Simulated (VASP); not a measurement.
# KBr (F-43m) in VASP: further runs

Aim: see how the results for KBr move with the level of theory and the settings. Levels: PBEsol, HSE06. Tasks: single point.

Program: VASP 6.6.1. These are calculated values, not measurements. Logs are shortened: lines on timing, memory, paths and dates and some standing lists are left out, and cuts for length are marked.

**1. The cell of the first run**

It takes space group F-43m (No. 216, cubic). The conventional cell has a = 7.377 Å, b = 7.377 Å, c = 7.377 Å, α = 90.00°, β = 90.00°, γ = 90.00°. K (site symmetry -43m) has 4 Br at 3.19 Å within 4.2 Å. Br (site symmetry -43m) has 4 K at 3.19 Å within 4.2 Å.

**2. Single point, PBEsol**

INCAR reads:

```
PREC     = Accurate       # precision mode
ENCUT    = 520            # plane-wave cutoff, eV
EDIFF    = 1E-7           # SCF threshold, eV
ISMEAR   = 0              # smearing method
SIGMA    = 0.01           # smearing width, eV
LREAL    = F              # projectors in reciprocal space
LASPH    = T              # aspherical terms in the spheres
NELM     = 60             # most SCF steps
ALGO     = Normal         # electronic algorithm
ISIF     = 2              # what is computed and relaxed
LWAVE    = F              # write WAVECAR
LCHARG   = F              # write CHGCAR
GGA      = PS             # functional
NBANDS   = 15             # bands
```

KPOINTS reads:

```
regular mesh
0
Gamma
  4 4 4
```

POSCAR reads:

```
KBr
1.0
    0.0000000000      3.6882992926      3.6882992926
    3.6882992926      0.0000000000      3.6882992926
    3.6882992926      3.6882992926      0.0000000000
K Br
1 1
Direct
    0.0000000000      0.0000000000      0.0000000000
    0.2500000000      0.2500000000      0.2500000000
```

Potentials or basis: VASP PAW PBE potentials, release 64 (K_sv, Br).

Started as:

```
$ cat potpaw_PBE.64/K_sv/POTCAR potpaw_PBE.64/Br/POTCAR > POTCAR
$ mpirun -np 1 vasp_std > vasp.out
```

OUTCAR:

```text
PREC = Accurate
   ENCUT = 520
   EDIFF = 1E-7
   ISMEAR = 0
   LREAL = F
   LASPH = T
   NELM = 60
   ISIF = 2
   GGA = PS

 ion  position               nearest neighbor table
   1  0.000  0.000  0.000-   2 3.19   2 3.19   2 3.19   2 3.19
   2  0.250  0.250  0.250-   1 3.19   1 3.19   1 3.19   1 3.19

  LATTYP: Found a face centered cubic cell.
 ALAT       =     7.3765985852

  Lattice vectors:

 A1 = (   0.0000000000,   3.6882992926,   3.6882992926)
 A2 = (   3.6882992926,   0.0000000000,   3.6882992926)
 A3 = (   3.6882992926,   3.6882992926,   0.0000000000)

Analysis of symmetry for initial positions (statically):
=====================================================================
 Subroutine PRICEL returns:
 Original cell was already a primitive cell.

 Routine SETGRP: Setting up the symmetry group for a
 face centered cubic supercell.

 Subroutine GETGRP returns: Found 24 space group operations
 (whereof 24 operations were pure point group operations)
 out of a pool of 48 trial point group operations.

The static configuration has the point symmetry T_d .

Analysis of symmetry for dynamics (positions and initial velocities):
=====================================================================
 Subroutine PRICEL returns:
 Original cell was already a primitive cell.

 Routine SETGRP: Setting up the symmetry group for a
 face centered cubic supercell.

 Subroutine GETGRP returns: Found 24 space group operations
 (whereof 24 operations were pure point group operations)
 out of a pool of 48 trial point group operations.

The dynamic configuration has the point symmetry T_d .

 Subroutine INISYM returns: Found 24 space group operations
 (whereof 24 operations are pure point group operations),
 and found     1 'primitive' translations

----------------------------------------------------------------------------------------

                                     Primitive cell

  volume of cell :     100.3479

  direct lattice vectors                    reciprocal lattice vectors
     0.000000000  3.688299293  3.688299293    -0.135563836  0.135563836  0.135563836
     3.688299293  0.000000000  3.688299293     0.135563836 -0.135563836  0.135563836
     3.688299293  3.688299293  0.000000000     0.135563836  0.135563836 -0.135563836

  length of vectors
     5.216042882  5.216042882  5.216042882     0.234803451  0.234803451  0.234803451

  position of ions in fractional coordinates (direct lattice)
     0.000000000  0.000000000  0.000000000
     0.250000000  0.250000000  0.250000000

  ion indices of the primitive-cell ions
   primitive index   ion index
                 1           1
                 2           2

----------------------------------------------------------------------------------------

 KPOINTS: regular mesh

Automatic generation of k-mesh.
 Grid dimensions read from file:
 generate k-points for:    4    4    4

 Generating k-lattice:

  Cartesian coordinates                     Fractional coordinates (reciprocal lattice)
    -0.033890959  0.033890959  0.033890959     0.250000000  0.000000000  0.000000000
     0.033890959 -0.033890959  0.033890959     0.000000000  0.250000000  0.000000000
     0.033890959  0.033890959 -0.033890959     0.000000000  0.000000000  0.250000000

  Length of vectors
     0.058700863  0.058700863  0.058700863

  Shift w.r.t. Gamma in fractional coordinates (k-lattice)
     0.000000000  0.000000000  0.000000000

 Subroutine IBZKPT returns following result:
 ===========================================

 Found      8 irreducible k-points:

 Following reciprocal coordinates:
            Coordinates               Weight
  0.000000  0.000000  0.000000      1.000000
  0.250000  0.000000  0.000000      8.000000
  0.500000  0.000000  0.000000      4.000000
  0.250000  0.250000  0.000000      6.000000
  0.500000  0.250000  0.000000     24.000000
 -0.250000  0.250000  0.000000     12.000000
  0.500000  0.500000  0.000000      3.000000
 -0.250000  0.500000  0.250000      6.000000
   k-points           NKPTS =      8   k-points in BZ     NKDIM =      8   number of bands    NBANDS=     15
   number of dos      NEDOS =    301   number of ions     NIONS =      2
   total plane-waves  NPLWV =  64000
   dimension x,y,z NGX =    40 NGY =   40 NGZ =   40
   dimension x,y,z NGXF=    80 NGYF=   80 NGZF=   80
   ions per type =               1   1
   NGX,Y,Z   is equivalent  to a cutoff of  12.75, 12.75, 12.75 a.u.
   NGXF,Y,Z  is equivalent  to a cutoff of  25.50, 25.50, 25.50 a.u.
 SYSTEM =  unknown system
   PREC   = accura    normal or accurate (medium, high low for compatibility)
   ISTART =      0    job   : 0-new  1-cont  2-samecut
   ICHARG =      2    charge: 1-file 2-atom 10-const
   ISPIN  =      1    spin polarized calculation?
   LNONCOLLINEAR =      F non collinear calculations
   LSORBIT =      F    spin-orbit coupling
   LASPH  =      T    aspherical Exc in radial PAW
   ENCUT  =  520.0 eV  38.22 Ry    6.18 a.u.   9.70  9.70  9.70*2*pi/ulx,y,z
   NELM   =     60;   NELMIN=  2; NELMDL= -5     # of ELM steps
   EDIFF  = 0.1E-06   stopping-criterion for ELM
   LREAL  =      F    real-space projection
   EDIFFG = 0.1E-05   stopping-criterion for IOM
   NSW    =      0    number of steps for IOM
   IBRION =     -1    ionic relax: 0-MD 1-quasi-New 2-CG
   NFREE  =      0    steps in history (QN), initial steepest desc. (CG)
   ISIF   =      2    stress and relaxation
   ISYM   =      2    0-nonsym 1-usesym 2-fastsym
   POTIM  = 0.5000    time-step for ionic-motion
   TEBEG  =    0.0;   TEEND  =   0.0 temperature during run
   PSTRESS=    0.0 pullay stress
   NELECT =      16.0000    total number of electrons
   NUPDOWN=      -1.0000    fix difference up-down
   EMIN   =  10.00;   EMAX   =-10.00  energy-range for DOS
   EFERMI =   0.00;   METHOD = LEGACY
   ISMEAR =     0;   SIGMA  =   0.01  broadening in eV -4-tet -1-fermi 0-gaus
   EFERMI_NEDOS =   21; number of points for ismear=-14 and -15
   IALGO  =     38    algorithm
   IMIX   =      4    mixing-type and parameters
     AMIX     =   0.40;   BMIX     =  1.00
     AMIX_MAG =   1.60;   BMIX_MAG =  1.00
  volume/ion in A,a.u.               =      50.17       338.59
  Fermi-wavevector in a.u.,A,eV,Ry     =   0.887725  1.677558 10.722159  0.788056
  Thomas-Fermi vector in A             =   2.009061
   LORBIT       =      0    0 simple, 1 ext, 2 COOP (PROOUT), +10 PAW based schemes
   GGA     = PS    functional components
   LHFCALC =     F    Hartree Fock is set to
   AEXX    =    0.0000 exact exchange contribution
   IVDW    =     0    specifies the selected vdW correction
   LEPSILON=     F    determine dielectric tensor
   LRPA    =     F    only Hartree local field effects (RPA)
 non-spin polarized calculation
 Gauss-broadening in eV      SIGMA  =   0.01
  energy-cutoff  :      520.00
  volume of cell :      100.35
 maximum number of plane-waves:      2733
 NGX is ok and might be reduce to    40
   NGX = 19   NGY = 19   NGZ = 19

 number of electron      15.9999997 magnetization

 Free energy of the ion-electron system (eV)
  ---------------------------------------------------
  ext. energy  EPLUGINS =         0.00000000
  ---------------------------------------------------
  free energy    TOTEN  =        -6.22781599 eV

  energy without entropy =       -6.22781599  energy(sigma->0) =       -6.22781599

 E-fermi :  -3.1268     XC(G=0):  -5.9902

 val. band max:       -3.1882896720   @ k =  -0.2500   0.2500   0.0000
 cond. band min:       1.1043829644   @ k =   0.0000   0.0000   0.0000
 fundamental gap:      4.2926726364
 Fermi energy:        -3.1268343689

 k-point     1 :       0.0000    0.0000    0.0000
  band No.  band energies     occupation
      1     -30.8314      2.00000
      2     -15.0636      2.00000
      3     -14.3940      2.00000
      4     -14.3940      2.00000
      5     -14.3940      2.00000
      6      -3.2046      2.00000
      7      -3.2046      2.00000
      8      -3.2046      2.00000
      9       1.1044      0.00000
     10       5.4147      0.00000
     11       5.4147      0.00000
     12       6.4042      0.00000
     13       6.4042      0.00000
     14       6.4042      0.00000
     15       7.1634      0.00000

 k-point     2 :       0.2500    0.0000    0.0000
  band No.  band energies     occupation
      1     -30.8307      2.00000
      2     -15.1662      2.00000
      3     -14.3973      2.00000
      4     -14.3973      2.00000
      5     -14.2789      2.00000
      6      -3.4200      2.00000
      7      -3.1968      2.00000
      8      -3.1968      2.00000
      9       1.9871      0.00000
     10       5.0593      0.00000
     11       5.0593      0.00000
     12       5.4396      0.00000
     13       6.2917      0.00000
     14       6.8015      0.00000
     15       6.8015      0.00000

 k-point     3 :       0.5000    0.0000    0.0000
  band No.  band energies     occupation
      1     -30.8299      2.00000
      2     -15.2464      2.00000
      3     -14.4006      2.00000
      4     -14.4006      2.00000
      5     -14.1867      2.00000
      6      -3.5816      2.00000
      7      -3.1899      2.00000
      8      -3.1899      2.00000
      9       3.3317      0.00000
     10       3.8365      0.00000
     11       5.0194      0.00000
     12       5.0194      0.00000
     13       6.4112      0.00000
     14       6.4112      0.00000
     15       6.9388      0.00000
[... 55 lines left out ...]
 k-point     7 :       0.5000    0.5000    0.0000
  band No.  band energies     occupation
      1     -30.8294      2.00000
      2     -15.2903      2.00000
      3     -14.4099      2.00000
      4     -14.4099      2.00000
      5     -14.1201      2.00000
      6      -3.6264      2.00000
      7      -3.2053      2.00000
      8      -3.2053      2.00000
      9       2.9240      0.00000
     10       3.9742      0.00000
     11       5.7526      0.00000
     12       6.2920      0.00000
     13       6.2920      0.00000
     14       6.3196      0.00000
     15       6.6971      0.00000

 k-point     8 :      -0.2500    0.5000    0.2500
  band No.  band energies     occupation
      1     -30.8294      2.00000
      2     -15.2886      2.00000
      3     -14.4162      2.00000
      4     -14.4100      2.00000
      5     -14.1156      2.00000
      6      -3.4531      2.00000
      7      -3.3898      2.00000
      8      -3.2126      2.00000
      9       3.1832      0.00000
     10       3.9995      0.00000
     11       5.6028      0.00000
     12       5.6330      0.00000
     13       6.1084      0.00000
     14       6.4161      0.00000
     15       7.1412      0.00000

------------------------ aborting loop because EDIFF is reached ----------------------------------------

  FORCE on cell =-STRESS in cart. coord.  units (eV):
  Direction    XX          YY          ZZ          XY          YZ          ZX
  --------------------------------------------------------------------------------------
  -------------------------------------------------------------------------------------
  Total       -0.1366999     -0.1366999     -0.1366999     -0.0000000     -0.0000000      0.0000000
  in kB       -2.1825814     -2.1825814     -2.1825814     -0.0000000     -0.0000000      0.0000000
  external PRESSURE =      -2.1825814 kB  Pullay stress =       0.0000000 kB

 VOLUME and BASIS-vectors are now :
 -----------------------------------------------------------------------------
  energy-cutoff  :      520.00
  volume of cell :      100.35
      direct lattice vectors                 reciprocal lattice vectors
     0.000000000  3.688299293  3.688299293    -0.135563836  0.135563836  0.135563836
     3.688299293  0.000000000  3.688299293     0.135563836 -0.135563836  0.135563836
     3.688299293  3.688299293  0.000000000     0.135563836  0.135563836 -0.135563836

 POSITION                                       TOTAL-FORCE (eV/Angst)
 -----------------------------------------------------------------------------------
      0.00000      0.00000      0.00000         0.000000      0.000000      0.000000
      1.84415      1.84415      1.84415        -0.000000     -0.000000     -0.000000
 -----------------------------------------------------------------------------------
    total drift:                               -0.000000     -0.000000     -0.000000

  FREE ENERGIE OF THE ION-ELECTRON SYSTEM (eV)
  ---------------------------------------------------
  free  energy   TOTEN  =        -6.2278159911 eV

  energy  without entropy=       -6.2278159911  energy(sigma->0) =       -6.22781599
```

Wall time 18 s (1 thread of AMD EPYC 7R13 (Zen 3), shared host); peak memory 0.2 GiB.

What came out:

```
Free energy            : -6.2278 eV
Pressure               : -0.2 GPa
Band gap on the k mesh : 4.29 eV (least direct gap 4.31 eV)
```

Caveat: the PAW data sets were made with another functional, which shifts forces and pressure a little. A k mesh can miss the band edges.

(Part 1 of 2 ends here.)
